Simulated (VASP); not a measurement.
## AlH5: single point with PBE

Crystal: AlH5.

```
Al H
1.0
     3.44562    0.00000    0.00000
     0.00000    3.44562    0.00000
     0.00000    0.00000    6.89125
Al H
2 10
Cartesian
  1.7228 1.7228 1.7228
  1.7228 1.7228 5.1684
  0.7498 0.7498 0.7498
  0.7498 0.7498 4.1954
  2.6958 2.6958 0.7498
  2.6958 2.6958 4.1954
  2.6958 0.7498 2.6958
  2.6958 0.7498 6.1415
  0.7498 2.6958 2.6958
  0.7498 2.6958 6.1415
  0.0000 0.0000 3.4456
  0.0000 0.0000 0.0000
```

```yaml
Program: VASP 6.6.1
Task: single point
Functional: PBE
Potentials_or_basis: VASP PAW PBE potentials, release 64 (Al, H)
Cutoff: 520 eV
k_mesh: 6 × 6 × 4
Occupations: gaussian, width 0.2 eV
Spin: no spin polarisation
```

```json
{"Pressure": "-0.2 GPa", "Largest force": "0.013 eV/Å", "Band gap on the k mesh": "zero (bands 8 and 9 overlap by 0.28 eV)"}
```

Forces in eV/Å, atoms in the order of the input:
```
Al   0.000  0.000  0.000
Al   0.000  0.000  0.000
H    0.007  0.007  0.008
H    0.007  0.007  0.008
H   -0.007 -0.007  0.008
H   -0.007 -0.007  0.008
H   -0.007  0.007 -0.008
H   -0.007  0.007 -0.008
H    0.007 -0.007 -0.008
H    0.007 -0.007 -0.008
H    0.000  0.000  0.000
H    0.000  0.000  0.000
```

Levels at points of the mesh, in eV from the Fermi level:
```
           k point  band 4  band 5  band 6  band 7  band 8  band 9  band 10  band 11  band 12  band 13
(0.00, 0.00, 0.00)   -0.75   -0.75   -0.75   -0.11   -0.11   -0.09     2.65     5.93     5.93     7.82
(0.50, 0.00, 0.00)   -4.37   -3.88   -3.88   -0.11   -0.11    2.65     5.11     6.64     7.46     7.46
(0.50, 0.50, 0.00)   -3.88   -3.88   -2.77   -2.77   -2.77   -0.39     2.51     2.51     2.51     5.11
(0.00, 0.00, 0.50)   -4.10   -0.46   -0.46   -0.46   -0.46    1.76     1.76     6.62     6.62     8.38
(0.50, 0.00, 0.50)   -6.11   -2.02   -2.02   -1.46   -1.46    3.76     3.76     5.85     5.85     7.70
(0.50, 0.50, 0.50)   -3.79   -3.41   -3.41   -3.41   -3.41    1.88     1.88     4.23     4.23     4.46
```

It took 19 s on 1 thread of Intel(R) Xeon(R) 6975P-C (Granite Rapids), with other jobs on the host, peak memory 0.2 GiB.
